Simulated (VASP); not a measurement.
A run of VASP 6.6.1 is set up as follows.

File POSCAR:

```
HgTe
1.0
    0.0000000000      3.2234988908      3.2234988908
    3.2234988908      0.0000000000      3.2234988908
    3.2234988908      3.2234988908      0.0000000000
Hg Te
1 1
Direct
    0.0000000000      0.0000000000      0.0000000000
    0.2500000000      0.2500000000      0.2500000000
```

File INCAR.step1:

```
ALGO     = Normal         # electronic algorithm
EDIFF    = 1E-4           # SCF threshold, eV
ENCUT    = 520            # plane-wave cutoff, eV
GGA      = PE             # functional
ISMEAR   = 0              # smearing method
LASPH    = True           # aspherical terms in the spheres
LCHARG   = False          # write CHGCAR
LREAL    = False          # projectors in reciprocal space
LWAVE    = True           # write WAVECAR
NBANDS   = 16             # bands
NELM     = 80             # most SCF steps
PREC     = Accurate       # precision mode
SIGMA    = 0.05           # smearing width, eV
```

File INCAR.step2:

```
ALGO     = Normal         # electronic algorithm
BPARAM   = 11.95        
CPARAM   = 0.0093       
EDIFF    = 1E-7           # SCF threshold, eV
ENCUT    = 520            # plane-wave cutoff, eV
ISIF     = 2              # what is computed and relaxed
ISMEAR   = 0              # smearing method
ISTART   = 1            
IVDW_NL  = 2            
LASPH    = True           # aspherical terms in the spheres
LCHARG   = False          # write CHGCAR
LMIXTAU  = True         
LREAL    = False          # projectors in reciprocal space
LUSE_VDW = True         
LWAVE    = False          # write WAVECAR
METAGGA  = R2SCAN         # meta-GGA
NBANDS   = 16             # bands
NELM     = 80             # most SCF steps
PREC     = Accurate       # precision mode
SIGMA    = 0.05           # smearing width, eV
```

Contents of KPOINTS:

```
k-points
0
Gamma
  6 6 6
```

Potentials or basis: VASP PAW PBE potentials, release 64 (Hg, Te).

The run is started by

```sh
$ cat potpaw_PBE.64/Hg/POTCAR potpaw_PBE.64/Te/POTCAR > POTCAR
$ cp INCAR.step1 INCAR
$ mpirun -np 1 vasp_std > vasp.out
$ cp INCAR.step2 INCAR
$ mpirun -np 1 vasp_std > vasp.out
```

(1) What does it give for the pressure?

(2) Estimate the band gap on the k mesh.

Answers

(1) 2.1 GPa.

(2) zero (filled and empty bands touch).

Caveat: the PAW data sets were made with another functional, which shifts forces and pressure a little; spin-orbit coupling is left out, which moves the levels of the heavy elements.
